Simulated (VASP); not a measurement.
Runs of VASP 6.6.1 on Al3Sb2P. The structure is that of space group P4/mmm (No. 123), or close to it. The cells are those of the table. 

| task | cell | k mesh | cutoff (eV) | gap on the mesh (eV) | pressure (GPa) | largest force (eV/Å) |
| --- | --- | --- | --- | --- | --- | --- |
| single point | a = 3.302, b = 3.302, c = 11.096 Å, 6 atoms | 12 × 12 × 4 | 520 | none | 0.0 | 0.01 |
| single point | a = 3.418, b = 3.418, c = 10.219 Å, 6 atoms | 6 × 6 × 2 | 520 | none | (a) | 1.73 |
| relaxation of cell and atoms | relaxed from a = 3.418, b = 3.418, c = 10.219 Å, 6 atoms | 6 × 6 × 2 | 600 | - | -0.2 | 0.01 |
| single point | a = 3.340, b = 3.340, c = 10.670 Å, 6 atoms | 6 × 6 × 2 | 520 | none | 0.1 | - |

Alike in all rows: level PBE; potentials or basis VASP PAW PBE potentials, release 64 (Al, Sb, P); no spin polarisation; smearing gaussian 0.1 eV.

Fill in the values left out.

(a) 3.3.

Caveats: spin-orbit coupling is left out, which moves the levels of the heavy elements; forces of over 1 eV/Å act on the atoms, so gaps and moduli don't describe the material at rest (some runs); the bands computed are all filled at some k points, so no gap is given (some runs).

A k mesh can miss the band edges, and the runs leave out spin-orbit coupling on Sb.

A gap of «none» marks levels without a gap at the run's occupations.
